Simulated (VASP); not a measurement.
# Re (C2/m) in VASP: single point with PBE

Aim: the single point of Re with PBE.

Program: VASP 6.6.1. These are calculated values, not measurements. Logs are shortened: lines on timing, memory, paths and dates and some standing lists are left out, and cuts for length are marked.

## (1) The cell of the first run

The structure is monoclinic, space group C2/m (No. 12). The conventional cell has a = 4.806 Å, b = 2.775 Å, c = 4.484 Å, α = 90.00°, β = 90.00°, γ = 90.00°. Re (site symmetry m) has 12 Re at 2.32 to 3.19 Å within 3.2 Å.

## (2) Single point, PBE (atoms displaced along several vibrational modes)

Input file INCAR:

```
PREC = Accurate
ENCUT = 560
EDIFF = 1E-6
ISMEAR = 0
SIGMA = 0.15
LREAL = F
LASPH = T
NELM = 120
ALGO = Normal
ISIF = 2
LWAVE = F
LCHARG = T
GGA = PE
LELF = T
LVHAR = T
NBANDS = 22
GGA_COMPAT = F
```

Input file KPOINTS:

```
regular mesh
0
Gamma
  18 18 10
```

Input file POSCAR:

```
Re
1.0
    2.7748241524      0.0000000000      0.0000000000
   -1.3874120762      2.4030682070      0.0000000000
    0.0000000000      0.0000000000      4.4842238099
Re
2
Direct
    0.3418640941      0.6837281882      0.1958100197
    0.6581359059      0.3162718118      0.8041899803
```

Potentials or basis: VASP PAW PBE potentials, release 64 (Re_sv_GW).

Command:

```sh
> cat potpaw_PBE.64/Re_sv_GW/POTCAR > POTCAR
> mpirun -np 1 vasp_std > vasp.out
```

OUTCAR:

```text
PREC = Accurate
   ENCUT = 560
   EDIFF = 1E-6
   ISMEAR = 0
   LREAL = F
   LASPH = T
   NELM = 120
   ISIF = 2
   GGA = PE

 ion  position               nearest neighbor table
   1  0.342  0.684  0.196-   2 2.32   2 2.41   2 2.41   2 3.12   2 3.19   2 3.19
   2  0.658  0.316  0.804-   1 2.32   1 2.41   1 2.41   1 3.12   1 3.19   1 3.19

  LATTYP: Found a hexagonal cell.
 ALAT       =     2.7748241524
 C/A-ratio  =     1.6160389140

  Lattice vectors:

 A1 = (   2.7748241524,   0.0000000000,   0.0000000000)
 A2 = (  -1.3874120762,   2.4030682070,   0.0000000000)
 A3 = (   0.0000000000,   0.0000000000,   4.4842238099)

Analysis of symmetry for initial positions (statically):
=====================================================================
 Subroutine PRICEL returns:
 Original cell was already a primitive cell.

 Routine SETGRP: Setting up the symmetry group for a
 hexagonal supercell.

 Subroutine GETGRP returns: Found  4 space group operations
 (whereof  4 operations were pure point group operations)
 out of a pool of 24 trial point group operations.

The static configuration has the point symmetry C_2h.

Analysis of symmetry for dynamics (positions and initial velocities):
=====================================================================
 Subroutine PRICEL returns:
 Original cell was already a primitive cell.

 Routine SETGRP: Setting up the symmetry group for a
 hexagonal supercell.

 Subroutine GETGRP returns: Found  4 space group operations
 (whereof  4 operations were pure point group operations)
 out of a pool of 24 trial point group operations.

The dynamic configuration has the point symmetry C_2h.

 Subroutine INISYM returns: Found  4 space group operations
 (whereof  4 operations are pure point group operations),
 and found     1 'primitive' translations

----------------------------------------------------------------------------------------

                                     Primitive cell

  volume of cell :      29.9012

  direct lattice vectors                    reciprocal lattice vectors
     2.774824152  0.000000000  0.000000000     0.360383197  0.208067336  0.000000000
    -1.387412076  2.403068207  0.000000000     0.000000000  0.416134672  0.000000000
     0.000000000  0.000000000  4.484223810     0.000000000  0.000000000  0.223004034

  length of vectors
     2.774824152  2.774824152  4.484223810     0.416134672  0.416134672  0.223004034

  position of ions in fractional coordinates (direct lattice)
     0.341864094  0.683728188  0.195810020
     0.658135906  0.316271812  0.804189980

  ion indices of the primitive-cell ions
   primitive index   ion index
                 1           1
                 2           2

----------------------------------------------------------------------------------------

 KPOINTS: regular mesh

Automatic generation of k-mesh.
 Grid dimensions read from file:
 generate k-points for:   18   18   10

 Generating k-lattice:

  Cartesian coordinates                     Fractional coordinates (reciprocal lattice)
     0.020021289  0.011559296  0.000000000     0.055555556  0.000000000  0.000000000
     0.000000000  0.023118593  0.000000000     0.000000000  0.055555556  0.000000000
     0.000000000  0.000000000  0.022300403     0.000000000  0.000000000  0.100000000

  Length of vectors
     0.023118593  0.023118593  0.022300403

  Shift w.r.t. Gamma in fractional coordinates (k-lattice)
     0.000000000  0.000000000  0.000000000

 Subroutine IBZKPT returns following result:
 ===========================================

 Found    866 irreducible k-points:

 Following reciprocal coordinates:
            Coordinates               Weight
  0.000000  0.000000  0.000000      1.000000
  0.055556  0.000000  0.000000      4.000000
  0.000000  0.055556  0.000000      2.000000
  0.111111  0.000000  0.000000      4.000000
  0.000000  0.111111  0.000000      2.000000
  0.166667  0.000000  0.000000      4.000000
[... 16 lines left out ...]
 -0.055556  0.166667  0.000000      4.000000
 -0.166667  0.111111  0.000000      4.000000
 [... further k-points ...]
   k-points           NKPTS =    866   k-points in BZ     NKDIM =    866   number of bands    NBANDS=     22
   number of dos      NEDOS =    301   number of ions     NIONS =      2
   total plane-waves  NPLWV =  20736
   dimension x,y,z NGX =    24 NGY =   24 NGZ =   36
   dimension x,y,z NGXF=    48 NGYF=   48 NGZF=   72
   ions per type =               2
   NGX,Y,Z   is equivalent  to a cutoff of  14.38, 14.38, 13.35 a.u.
   NGXF,Y,Z  is equivalent  to a cutoff of  28.76, 28.76, 26.69 a.u.
 SYSTEM =  unknown system
   PREC   = accura    normal or accurate (medium, high low for compatibility)
   ISTART =      0    job   : 0-new  1-cont  2-samecut
   ICHARG =      2    charge: 1-file 2-atom 10-const
   ISPIN  =      1    spin polarized calculation?
   LNONCOLLINEAR =      F non collinear calculations
   LSORBIT =      F    spin-orbit coupling
   LASPH  =      T    aspherical Exc in radial PAW
   ENCUT  =  560.0 eV  41.16 Ry    6.42 a.u.   5.35  5.35  8.65*2*pi/ulx,y,z
   NELM   =    120;   NELMIN=  2; NELMDL= -5     # of ELM steps
   EDIFF  = 0.1E-05   stopping-criterion for ELM
   LREAL  =      F    real-space projection
   EDIFFG = 0.1E-04   stopping-criterion for IOM
   NSW    =      0    number of steps for IOM
   IBRION =     -1    ionic relax: 0-MD 1-quasi-New 2-CG
   NFREE  =      0    steps in history (QN), initial steepest desc. (CG)
   ISIF   =      2    stress and relaxation
   ISYM   =      2    0-nonsym 1-usesym 2-fastsym
   POTIM  = 0.5000    time-step for ionic-motion
   TEBEG  =    0.0;   TEEND  =   0.0 temperature during run
   PSTRESS=    0.0 pullay stress
   NELECT =      30.0000    total number of electrons
   NUPDOWN=      -1.0000    fix difference up-down
   EMIN   =  10.00;   EMAX   =-10.00  energy-range for DOS
   EFERMI =   0.00;   METHOD = LEGACY
   ISMEAR =     0;   SIGMA  =   0.15  broadening in eV -4-tet -1-fermi 0-gaus
   EFERMI_NEDOS =   21; number of points for ismear=-14 and -15
   IALGO  =     38    algorithm
   IMIX   =      4    mixing-type and parameters
     AMIX     =   0.40;   BMIX     =  1.00
     AMIX_MAG =   1.60;   BMIX_MAG =  1.00
  volume/ion in A,a.u.               =      14.95       100.89
  Fermi-wavevector in a.u.,A,eV,Ry     =   1.638899  3.097071 36.545130  2.685991
  Thomas-Fermi vector in A             =   2.729795
   LORBIT       =      0    0 simple, 1 ext, 2 COOP (PROOUT), +10 PAW based schemes
   GGA     = PE    functional components
   LHFCALC =     F    Hartree Fock is set to
   AEXX    =    0.0000 exact exchange contribution
   IVDW    =     0    specifies the selected vdW correction
   LEPSILON=     F    determine dielectric tensor
   LRPA    =     F    only Hartree local field effects (RPA)
 non-spin polarized calculation
 Gauss-broadening in eV      SIGMA  =   0.15
  energy-cutoff  :      560.00
  volume of cell :       29.90
 maximum number of plane-waves:       923
 NGX is ok and might be reduce to    24
   NGX = 11   NGY = 11   NGZ = 17

 number of electron      30.0000002 magnetization

 Free energy of the ion-electron system (eV)
  ---------------------------------------------------
  ext. energy  EPLUGINS =         0.00000000
  ---------------------------------------------------
  free energy    TOTEN  =       -26.59453031 eV

  energy without entropy =      -26.57832558  energy(sigma->0) =      -26.58642794

 E-fermi :  12.9404     XC(G=0): -13.9692

 val. band max:       12.9394456646   @ k =  -0.3889  -0.1111   0.3000
 cond. band min:      12.9425345734   @ k =  -0.3333   0.2222   0.4000
 fundamental gap:      0.0030889088
 Fermi energy:        12.9403954272

 k-point     1 :       0.0000    0.0000    0.0000
  band No.  band energies     occupation
      1     -67.1931      2.00000
      2     -66.8286      2.00000
      3     -29.9686      2.00000
      4     -28.7988      2.00000
      5     -28.6681      2.00000
      6     -28.2697      2.00000
[... 14 lines left out ...]
     21      19.6092      0.00000
     22      25.6533      0.00000

 k-point     2 :       0.0556    0.0000    0.0000
  band No.  band energies     occupation
      1     -67.1886      2.00000
      2     -66.8286      2.00000
      3     -29.9608      2.00000
      4     -28.8199      2.00000
      5     -28.7029      2.00000
      6     -28.2866      2.00000
[... 14 lines left out ...]
     21      19.7300      0.00000
     22      25.9431      0.00000

 k-point     3 :       0.0000    0.0556    0.0000
  band No.  band energies     occupation
      1     -67.1882      2.00000
      2     -66.8291      2.00000
      3     -29.9607      2.00000
      4     -28.8415      2.00000
      5     -28.6820      2.00000
      6     -28.2686      2.00000
[... 14 lines left out ...]
     21      19.7654      0.00000
     22      25.9318      0.00000

 k-point     4 :       0.1111    0.0000    0.0000
  band No.  band energies     occupation
      1     -67.1758      2.00000
      2     -66.8291      2.00000
      3     -29.9392      2.00000
      4     -28.8998      2.00000
      5     -28.7739      2.00000
      6     -28.3393      2.00000
[... 14 lines left out ...]
     21      20.0699      0.00000
     22      26.7673      0.00000

 k-point     5 :       0.0000    0.1111    0.0000
  band No.  band energies     occupation
      1     -67.1741      2.00000
      2     -66.8308      2.00000
      3     -29.9389      2.00000
      4     -28.9562      2.00000
      5     -28.7209      2.00000
      6     -28.2952      2.00000
[... 417 lines left out ...]
 k-point    22 :       0.1111    0.0556    0.0000
  band No.  band energies     occupation
      1     -67.1622      2.00000
      2     -66.8311      2.00000
      3     -29.9203      2.00000
      4     -29.0168      2.00000
      5     -28.7950      2.00000
      6     -28.3609      2.00000
[... 14 lines left out ...]
     21      20.4228      0.00000
     22      27.4753      0.00000

 k-point    23 :      -0.0556    0.1667    0.0000
  band No.  band energies     occupation
      1     -67.1609      2.00000
      2     -66.8324      2.00000
      3     -29.9204      2.00000
      4     -29.0437      2.00000
      5     -28.7705      2.00000
      6     -28.3404      2.00000
[... 14 lines left out ...]
     21      20.6318      0.00000
     22      27.4000      0.00000

 k-point    24 :      -0.1667    0.1111    0.0000
  band No.  band energies     occupation
      1     -67.1643      2.00000
      2     -66.8291      2.00000
      3     -29.9201      2.00000
      4     -28.9436      2.00000
      5     -28.8638      2.00000
      6     -28.3944      2.00000
[... 14 lines left out ...]
     21      20.3523      0.00000
     22      27.5474      0.00000

 [... further k-points ...]

------------------------ aborting loop because EDIFF is reached ----------------------------------------

  FORCE on cell =-STRESS in cart. coord.  units (eV):
  Direction    XX          YY          ZZ          XY          YZ          ZX
  --------------------------------------------------------------------------------------
  -------------------------------------------------------------------------------------
  Total        5.6662274      7.3871511     10.0240362      0.0000000     -1.0367398      0.0000000
  in kB      303.6097672    395.8208982    537.1113954      0.0000000    -55.5509533      0.0000000
  external PRESSURE =     412.1806869 kB  Pullay stress =       0.0000000 kB

 VOLUME and BASIS-vectors are now :
 -----------------------------------------------------------------------------
  energy-cutoff  :      560.00
  volume of cell :       29.90
      direct lattice vectors                 reciprocal lattice vectors
     2.774824152  0.000000000  0.000000000     0.360383197  0.208067336  0.000000000
    -1.387412076  2.403068207  0.000000000     0.000000000  0.416134672  0.000000000
     0.000000000  0.000000000  4.484223810     0.000000000  0.000000000  0.223004034

 POSITION                                       TOTAL-FORCE (eV/Angst)
 -----------------------------------------------------------------------------------
      0.00000      1.64305      0.87806         0.000000     -0.805751      8.292397
      1.38741      0.76002      3.60617         0.000000      0.805751     -8.292397
 -----------------------------------------------------------------------------------
    total drift:                               -0.000000      0.000000     -0.000000

  FREE ENERGIE OF THE ION-ELECTRON SYSTEM (eV)
  ---------------------------------------------------
  free  energy   TOTEN  =       -26.5945303061 eV

  energy  without entropy=      -26.5783255832  energy(sigma->0) =      -26.58642794
```

It took 3.9 min on 1 thread of AMD EPYC 9R45 (Zen 5), shared host; peak memory 0.58 GiB.

What came out:

```
Free energy            : -26.5945 eV
Pressure               : 41.2 GPa
Largest force          : 8.331 eV/Å
Band gap on the k mesh : zero (bands 15 and 16 overlap by 2.77 eV)
```

Forces on the atoms (eV/Å):
```
Re   0.000 -0.806  8.292
Re   0.000  0.806 -8.292
```

Stress tensor (GPa, compression positive):
```
30.36  0.00  0.00
 0.00 39.58 -5.56
 0.00 -5.56 53.71
```

Caveat: the cell differs from its parent crystal (atoms displaced along several vibrational modes); the stress differs along the axes, from 30 to 54 GPa; spin-orbit coupling is left out, which moves the levels of the heavy elements; forces of over 1 eV/Å act on the atoms, so gaps and moduli don't describe the material at rest.
